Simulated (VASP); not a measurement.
Wanted: the native input for a VASP 6.6.1 run.

```
Task                   : single point
Functional             : BLYP
Dispersion             : D3(BJ)
Potentials or basis    : VASP PAW PBE potentials, release 64 (C)
Cutoff                 : 520 eV
k mesh                 : 13 × 13 × 13
Occupations            : fermi-dirac, width 0.05 eV
Spin                   : no spin polarisation
Dipole correction      : no
Further INCAR settings : ALGO = Normal; EDIFF = 1e-06; NBANDS = 11
```

The structure of C lies in POSCAR:

```
C
1.0
    0.0000000000      1.8068380860      1.8068380860
    1.8068380860      0.0000000000      1.8068380860
    1.8068380860      1.8068380860      0.0000000000
C
2
Direct
    0.7500000000      0.7500000000      0.7500000000
    0.5000000000      0.5000000000      0.5000000000
```

One way to write it, as run:

INCAR

```
SYSTEM = C
PREC = Accurate ; ENCUT = 520
EDIFF = 1E-6 ; ISMEAR = -1
SIGMA = 0.05 ; LREAL = .False.
LASPH = .True. ; NELM = 60
ALGO = Normal ; ISIF = 2
LWAVE = .False. ; LCHARG = .False.
GGA = B5 ; ALDAX = 1.0
AGGAX = 1.0 ; AGGAC = 1.0
ALDAC = 0.0 ; IVDW = 12
VDW_S6 = 1.0 ; VDW_S8 = 2.6996
VDW_A1 = 0.4298 ; VDW_A2 = 4.2359
NBANDS = 11
```

KPOINTS

```
Automatic mesh
0
Gamma
  13 13 13
  0 0 0
```

Potentials or basis: VASP PAW PBE potentials, release 64 (C).

The run is started by

```bash
$ cat potpaw_PBE.64/C/POTCAR > POTCAR
$ mpirun -np 1 vasp_std > vasp.out
```

Results of the run:

The pressure is -14.2 GPa. The band gap on the k mesh is 4.37 eV, indirect (least direct gap 5.63 eV). The dispersion energy per atom is -0.355 eV.

Caveat: the PAW data sets were made with another functional, which shifts forces and pressure a little.

Run time: 12 s on 1 thread of Intel Xeon 6975P-C (shared host), peak memory 0.14 GiB.
